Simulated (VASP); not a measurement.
The system is C.

```
C
1.0
    -1.22741    1.22741    3.03745
     1.22741   -1.22741    3.03745
     1.22741    1.22741   -3.03745
C
3
Direct
  0.37990 0.37990 0.00000
  0.75000 0.25000 0.50000
  0.62010 0.62010 0.00000
```

- Program: VASP 6.6.1
- Task: relaxation of cell and atoms
- Functional: PBE
- Potentials or basis: VASP PAW PBE potentials, release 64 (C)
- Cutoff: 600 eV
- k mesh: 10 × 10 × 10
- Occupations: gaussian, width 0.1 eV
- Spin: no spin polarisation

At the start: pressure 35.3 GPa; volume 6.10 Å³/atom.

Problem. Where does the relaxation end?

Solution. Over 12 steps the energy falls by 136.0 meV/atom and the volume is 6.50 Å³/atom (+6.6 %); space group I-4m2 (No. 119, to 0.05 Å).

The path:
```tsv
step	energy change (eV)	largest force (eV/Å)	pressure (GPa)	volume (Å³)
1	0.0000	3.6181	35.35	18.30
2	1.3824	12.1063	-13.04	22.06
3	-0.3215	2.1190	8.84	19.34
4	-0.3261	1.7016	10.86	19.24
5	-0.0713	0.9731	-30.08	21.19
6	-0.4013	0.2057	-5.36	19.84
7	-0.4017	0.2798	-4.36	19.80
8	-0.4034	0.5184	2.64	19.38
9	-0.4069	0.1562	-0.60	19.57
10	-0.4078	0.0969	0.76	19.46
11	-0.4079	0.0273	0.37	19.49
12	-0.4079	0.0368	-0.21	19.51
```

Final structure:
```
C
1.0
    -1.23062    1.23062    3.22036
     1.23062   -1.23062    3.22036
     1.23062    1.23062   -3.22036
C
3
Cartesian
  0.0000 0.0000 2.4966
  0.0000 1.2306 1.6102
  0.0000 0.0000 3.9441
```

Caveat: the k points lie up to 0.36 Å⁻¹ apart in the final cell.
